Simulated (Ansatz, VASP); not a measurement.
## Ga2F in VASP and in Ansatz

```xyz
6
Lattice="2.9884 0.0000 0.0000 -1.4942 2.5880 0.0000 0.0000 0.0000 13.0674" Properties=species:S:1:pos:R:3 pbc="T T T"
Ga    0.0000    1.7254    0.2149
Ga    1.4942    0.8627    6.7486
Ga    0.0000    0.0000    2.6426
Ga    0.0000    0.0000    9.1763
F     0.0000    1.7254    5.3097
F     1.4942    0.8627   11.8434
```

Alike in both runs: functional PBE; k mesh 6 × 6 × 2; occupations gaussian, width 0.1 eV; no spin polarisation.

Ansatz relaxed the structure, and its values are those at the end. VASP's run is a single point on that final structure, the one shown.

|  | VASP | Ansatz |
| --- | --- | --- |
| version | VASP 6.6.1 | Ansatz 0.2.0 |
| potentials or method | VASP PAW PBE potentials, release 64 (Ga_d, F), cutoff 520 eV | scalar-relativistic, plane waves, PAW |
| valence electrons in the cell | 66 | 66 |

|  | VASP | Ansatz | Ansatz less VASP |
| --- | --- | --- | --- |
| gap on the k mesh at the Fermi level (eV) | none | none | - |
| pressure (GPa) | 0.2 | 0.1 | -0.08 |
| rms of the force components (eV/Å) | 0.017 | 0.008 | -0.0090 |

A gap of «none» marks a metal or a gap that the smearing closes. With one functional, cell and mesh, what is left measures potentials, basis and numerics.

The k mesh is coarse, so the values compare programs but aren't converged.
